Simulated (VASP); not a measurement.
# TaN (P-62m) in VASP: a series of runs, part 2 of 2

VASP 6.6.1.

## Step 3: Electric field gradients, PBEsol

The input, INCAR:

```
SYSTEM = TaN
  ALGO = Normal
  EDIFF = 1E-8
  ENCUT = 520
  GGA = PS
  ISIF = 2
  ISMEAR = -1
  LASPH = .True.
  LCHARG = .False.
  LEFG = .True.
  LREAL = .False.
  LWAVE = .False.
  NBANDS = 33
  NELM = 80
  PREC = Accurate
  SIGMA = 0.01
```

The input, KPOINTS:

```
k-points
0
Gamma
  6 6 9
  0 0 0
```

The input, POSCAR:

```
TaN
1.0
    5.1960008669      0.0000000000      0.0000000000
   -2.5980004334      4.4998687488      0.0000000000
    0.0000000000      0.0000000000      2.9110000000
Ta N
3 3
Direct
    0.3333333333      0.6666666667      0.5000000000
    0.6666666667      0.3333333333      0.5000000000
    0.0000000000      0.0000000000      0.0000000000
    0.3928500000      0.0000000000      0.0000000000
    0.6071500000      0.6071500000      0.0000000000
    0.0000000000      0.3928500000      0.0000000000
```

Potentials or basis: VASP PAW PBE potentials, release 64 (Ta_pv, N).

Command:

```sh
cat potpaw_PBE.64/Ta_pv/POTCAR potpaw_PBE.64/N/POTCAR > POTCAR
mpirun -np 1 vasp_std > vasp.out
```

OUTCAR:

```text
SYSTEM = TaN
   EDIFF = 1E-8
   ENCUT = 520
   GGA = PS
   ISIF = 2
   ISMEAR = -1
   LASPH = .True.
   LREAL = .False.
   NELM = 80
   PREC = Accurate

 ion  position               nearest neighbor table
   1  0.333  0.667  0.500-   4 2.16   4 2.16   6 2.16   6 2.16   5 2.16   5 2.16   2 3.00   2 3.00
                             2 3.00   3 3.33   3 3.33   3 3.33   3 3.33   3 3.33   3 3.33
   2  0.667  0.333  0.500-   6 2.16   6 2.16   4 2.16   4 2.16   5 2.16   5 2.16   1 3.00   1 3.00
                             1 3.00   3 3.33   3 3.33   3 3.33   3 3.33   3 3.33   3 3.33
   3  0.000  0.000  0.000-   6 2.04   4 2.04   5 2.04   2 3.33   1 3.33   1 3.33   2 3.33   1 3.33
                             1 3.33   2 3.33   2 3.33   2 3.33   2 3.33   1 3.33   1 3.33
   4  0.393  0.000  0.000-   3 2.04   1 2.16   1 2.16   2 2.16   2 2.16
   5  0.607  0.607  0.000-   3 2.04   2 2.16   2 2.16   1 2.16   1 2.16
   6  0.000  0.393  0.000-   3 2.04   2 2.16   2 2.16   1 2.16   1 2.16

  LATTYP: Found a hexagonal cell.
 ALAT       =     5.1960008669
 C/A-ratio  =     0.5602385516

  Lattice vectors:

 A1 = (   5.1960008669,   0.0000000000,   0.0000000000)
[... 1086 lines left out ...]
    total drift:                               -0.000002     -0.000003      0.000000

  FREE ENERGIE OF THE ION-ELECTRON SYSTEM (eV)
  ---------------------------------------------------
  free  energy   TOTEN  =       -71.4324643967 eV

  energy  without entropy=      -71.4314134633  energy(sigma->0) =      -71.43193893

 Electric field gradients (V/A^2)
---------------------------------------------------------------------
 ion       V_xx      V_yy      V_zz      V_xy      V_xz      V_yz
---------------------------------------------------------------------
   1      99.566    99.566  -199.132     0.000     0.000    -0.000
   2      99.566    99.566  -199.132     0.000     0.000    -0.000
   3     -89.103   -89.104   178.207    -0.001     0.000     0.000
   4     -14.412     4.714     9.699    -0.001    -0.000     0.000
   5      -0.067    -9.631     9.699    -8.283     0.000    -0.000
   6      -0.067    -9.631     9.699     8.282    -0.000     0.000
---------------------------------------------------------------------

 Electric field gradients after diagonalization (V/A^2)
 (convention: |V_zz| > |V_xx| > |V_yy|)
----------------------------------------------------------------------
 ion       V_xx      V_yy      V_zz     asymmetry (V_yy - V_xx)/ V_zz
----------------------------------------------------------------------
   1      99.567    99.565  -199.132       0.000
   2      99.567    99.565  -199.132       0.000
   3     -89.104   -89.103   178.207       0.000
   4       9.699     4.714   -14.412       0.346
   5       9.699     4.715   -14.413       0.346
   6       9.699     4.714   -14.412       0.346
----------------------------------------------------------------------

           NMR quadrupolar parameters

 Cq : quadrupolar parameter    Cq=e*Q*V_zz/h
 eta: asymmetry parameters     (V_yy - V_xx)/ V_zz
 Q  : nuclear electric quadrupole moment in mb (millibarn)
----------------------------------------------------------------------
 ion       Cq(MHz)       eta       Q (mb)
----------------------------------------------------------------------
   1      -0.481       0.000       1.000
   2      -0.481       0.000       1.000
   3       0.431       0.000       1.000
   4      -0.035       0.346       1.000
   5      -0.035       0.346       1.000
   6      -0.035       0.346       1.000
----------------------------------------------------------------------
```

stdout:

```text
POSCAR found type information on POSCAR TaN
 POSCAR found :  2 types and       6 ions
 scaLAPACK will be used
 -----------------------------------------------------------------------------
|                                                                             |
|                                                                             |
|     You enforced a specific xc type in the INCAR file but a different       |
|     I HOPE YOU KNOW WHAT YOU ARE DOING!                                     |
|                                                                             |
 -----------------------------------------------------------------------------

 LDA part: xc-table for (Slater+PW92), standard interpolation
 POSCAR, INCAR and KPOINTS ok, starting setup
 FFT: planning ... GRIDC
 FFT: planning ... GRID_SOFT
 FFT: planning ... GRID
 WAVECAR not read
 entering main loop
ion   1

ion   2

ion   3

ion   4

ion   5

ion   6
```

Run time: 1.8 min. Hardware: 1 thread of Intel Xeon Platinum 8259CL at 2.50GHz (Skylake/Cascade Lake), shared host; peak memory 0.21 GiB.

What came out:

```yaml
Free_energy: -71.4325 eV
Pressure: -3.0 GPa
Largest_force: 0.030 eV/Å
Band_gap_on_the_k_mesh: zero (bands 24 and 25 overlap by 3.10 eV)
Largest_electric_field_gradient_by_atom: Ta -199.1, +178.2 (each value once); N -14.4 V/Å²
```

Forces in eV/Å, atoms in the order of the input:
```
Ta   0.000  0.000  0.000
Ta   0.000  0.000  0.000
Ta   0.000  0.000  0.000
N    0.030  0.000  0.000
N   -0.015 -0.026  0.000
N   -0.015  0.026  0.000
```

Electric field gradients, principal values (V/Å²):
```
atom    least   middle  greatest (by size)
1 Ta   99.565   99.567            -199.132
2 Ta   99.565   99.567            -199.132
3 Ta  -89.103  -89.104             178.207
 4 N    4.714    9.699             -14.412
 5 N    4.715    9.699             -14.413
 6 N    4.714    9.699             -14.412
```

Caveat: without QUAD_EFG the Cq values of the log hold for a quadrupole moment of 1 mb, not for the nuclei; the PAW data sets were made with another functional, which shifts forces and pressure a little; spin-orbit coupling is left out, which moves the levels of the heavy elements.

## Step 4: Electric field gradients, PBEsol (zz strain of +2 %)

The input, INCAR:

```
PREC     = Accurate       # precision mode
ENCUT    = 520            # plane-wave cutoff, eV
EDIFF    = 1E-8           # SCF threshold, eV
ISMEAR   = -1             # smearing method
SIGMA    = 0.01           # smearing width, eV
LREAL    = False          # projectors in reciprocal space
LASPH    = True           # aspherical terms in the spheres
NELM     = 100            # most SCF steps
ALGO     = Normal         # electronic algorithm
ISIF     = 2              # what is computed and relaxed
LWAVE    = False          # write WAVECAR
LCHARG   = False          # write CHGCAR
GGA      = PS             # functional
LEFG     = True         
NBANDS   = 33             # bands
```

The input, KPOINTS:

```
Automatic mesh
0
Gamma
  6 6 9
```

POSCAR: that of step 3 with these lines changed.

```diff
@@ -4,3 +4,3 @@
    -2.5980004334      4.4998687488      0.0000000000
-    0.0000000000      0.0000000000      2.9110000000
+    0.0000000000      0.0000000000      2.9692200000
 Ta N
```

Potentials or basis: VASP PAW PBE potentials, release 64 (Ta_pv, N).

Command:

```sh
cat potpaw_PBE.64/Ta_pv/POTCAR potpaw_PBE.64/N/POTCAR > POTCAR
mpirun -np 1 vasp_std > vasp.out
```

OUTCAR:

```text
PREC = Accurate
   ENCUT = 520
   EDIFF = 1E-8
   ISMEAR = -1
   LREAL = False
   LASPH = True
   NELM = 100
   ISIF = 2
   GGA = PS

 ion  position               nearest neighbor table
   1  0.333  0.667  0.500-   4 2.18   4 2.18   6 2.18   6 2.18   5 2.18   5 2.18   2 3.00   2 3.00
                             2 3.00   3 3.35   3 3.35   3 3.35   3 3.35   3 3.35   3 3.35
   2  0.667  0.333  0.500-   6 2.18   6 2.18   4 2.18   4 2.18   5 2.18   5 2.18   1 3.00   1 3.00
                             1 3.00   3 3.35   3 3.35   3 3.35   3 3.35   3 3.35   3 3.35
   3  0.000  0.000  0.000-   6 2.04   4 2.04   5 2.04   2 3.35   1 3.35   1 3.35   2 3.35   1 3.35
                             1 3.35   2 3.35   2 3.35   2 3.35   2 3.35   1 3.35   1 3.35
   4  0.393  0.000  0.000-   3 2.04   1 2.18   1 2.18   2 2.18   2 2.18
   5  0.607  0.607  0.000-   3 2.04   2 2.18   2 2.18   1 2.18   1 2.18
   6  0.000  0.393  0.000-   3 2.04   2 2.18   2 2.18   1 2.18   1 2.18

  LATTYP: Found a hexagonal cell.
[... 1111 lines left out ...]

 Electric field gradients after diagonalization (V/A^2)
 (convention: |V_zz| > |V_xx| > |V_yy|)
----------------------------------------------------------------------
 ion       V_xx      V_yy      V_zz     asymmetry (V_yy - V_xx)/ V_zz
----------------------------------------------------------------------
   1      89.585    89.583  -179.168       0.000
   2      89.585    89.583  -179.168       0.000
   3    -100.387  -100.385   200.773       0.000
   4      12.254     3.794   -16.048       0.527
   5      12.253     3.795   -16.049       0.527
   6      12.254     3.794   -16.048       0.527
----------------------------------------------------------------------

           NMR quadrupolar parameters

 Cq : quadrupolar parameter    Cq=e*Q*V_zz/h
 eta: asymmetry parameters     (V_yy - V_xx)/ V_zz
 Q  : nuclear electric quadrupole moment in mb (millibarn)
----------------------------------------------------------------------
 ion       Cq(MHz)       eta       Q (mb)
----------------------------------------------------------------------
   1      -0.433       0.000       1.000
   2      -0.433       0.000       1.000
   3       0.485       0.000       1.000
   4      -0.039       0.527       1.000
   5      -0.039       0.527       1.000
   6      -0.039       0.527       1.000
----------------------------------------------------------------------
```

stdout:

```text
POSCAR found type information on POSCAR TaN
 POSCAR found :  2 types and       6 ions
 scaLAPACK will be used
 -----------------------------------------------------------------------------
|                                                                             |
|                                                                             |
|     You enforced a specific xc type in the INCAR file but a different       |
|     I HOPE YOU KNOW WHAT YOU ARE DOING!                                     |
|                                                                             |
 -----------------------------------------------------------------------------

 LDA part: xc-table for (Slater+PW92), standard interpolation
 POSCAR, INCAR and KPOINTS ok, starting setup
 FFT: planning ... GRIDC
 FFT: planning ... GRID_SOFT
 FFT: planning ... GRID
 WAVECAR not read
 entering main loop
ion   1

ion   2

ion   3

ion   4

ion   5

ion   6
```

It took 46 s on 1 thread of Intel Xeon Platinum 8488C (Sapphire Rapids), shared host; peak memory 0.22 GiB.

What came out:

```yaml
Free_energy: -71.3481 eV
Pressure: -9.2 GPa
Largest_force: 0.047 eV/Å
Band_gap_on_the_k_mesh: zero (bands 24 and 25 overlap by 2.66 eV)
Largest_electric_field_gradient_by_atom: Ta -179.2, +200.8 (each value once); N -16.0 V/Å²
```

Forces in eV/Å, atoms in the order of the input:
```
Ta   0.000  0.000  0.000
Ta   0.000  0.000  0.000
Ta   0.000  0.000  0.000
N    0.047  0.000  0.000
N   -0.024 -0.041  0.000
N   -0.024  0.041  0.000
```

Levels at points of the mesh, in eV from the Fermi level:
| k point | band 22 | band 23 | band 24 | band 25 | band 26 | band 27 |
| --- | --- | --- | --- | --- | --- | --- |
| (0.00, 0.00, 0.00) | -3.38 | -1.72 | -0.82 | -0.82 | 0.40 | 0.40 |
| (0.50, 0.00, 0.00) | -3.66 | -2.71 | -2.51 | 1.05 | 1.67 | 1.91 |

Electric field gradients, principal values (V/Å²):
| atom | least | middle | greatest (by size) |
| --- | --- | --- | --- |
| 1 Ta | 89.583 | 89.585 | -179.168 |
| 2 Ta | 89.583 | 89.585 | -179.168 |
| 3 Ta | -100.385 | -100.387 | 200.773 |
| 4 N | 3.794 | 12.254 | -16.048 |
| 5 N | 3.795 | 12.253 | -16.049 |
| 6 N | 3.794 | 12.254 | -16.048 |

Caveat: the cell differs from its parent crystal (zz strain of +2 %); the cell stands under tension; without QUAD_EFG the Cq values of the log hold for a quadrupole moment of 1 mb, not for the nuclei; the PAW data sets were made with another functional, which shifts forces and pressure a little; spin-orbit coupling is left out, which moves the levels of the heavy elements.
